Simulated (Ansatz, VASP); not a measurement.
# Hf3S5 in VASP and in Ansatz

```xyz
8
Lattice="5.6956 -2.5583 0.0007 5.6956 2.5583 0.0007 -5.5789 0.0000 5.7180" Properties=species:S:1:pos:R:3 pbc="T T T"
Hf    0.0000    0.0000    0.0000
Hf    6.9172    0.0000    2.2414
Hf   -1.1050    0.0000    3.4780
S     1.2190    0.0000    2.3006
S     4.5932    0.0000    3.4189
S     5.6956    0.0000    0.0007
S     9.1779    0.0000    1.1851
S    -3.3656    0.0000    4.5343
```

Change from the starting cell: built by hand: vacancy-ordered rocksalt, Ti4O5-derived (C2/m, No. 12).

Alike in both runs: functional PBE; k mesh 8 × 8 × 6; occupations gaussian, width 0.1 eV; no spin polarisation.

Ansatz relaxed the structure, and its values are those at the end. VASP's run is a single point on that final structure, the one shown.

|  | VASP | Ansatz |
| --- | --- | --- |
| version | VASP 6.6.1 | Ansatz 0.2.0 |
| potentials or method | VASP PAW PBE potentials, release 64 (Hf_pv, S), cutoff 520 eV | scalar-relativistic, plane waves, PAW |
| valence electrons in the cell | 60 | 108 |

|  | VASP | Ansatz | Ansatz less VASP |
| --- | --- | --- | --- |
| gap on the k mesh at the Fermi level (eV) | none | none | - |
| pressure (GPa) | -0.6 | 0.0 | +0.62 |
| rms of the force components (eV/Å) | 0.018 | 0.002 | -0.0159 |

A gap of «none» marks a metal or a gap that the smearing closes. With one functional, cell and mesh, what is left measures potentials, basis and numerics. VASP's potentials hold 60 valence electrons a cell and Ansatz's 108, so a difference there can come from the potentials and not from the codes.

Neither program's run includes spin-orbit coupling.
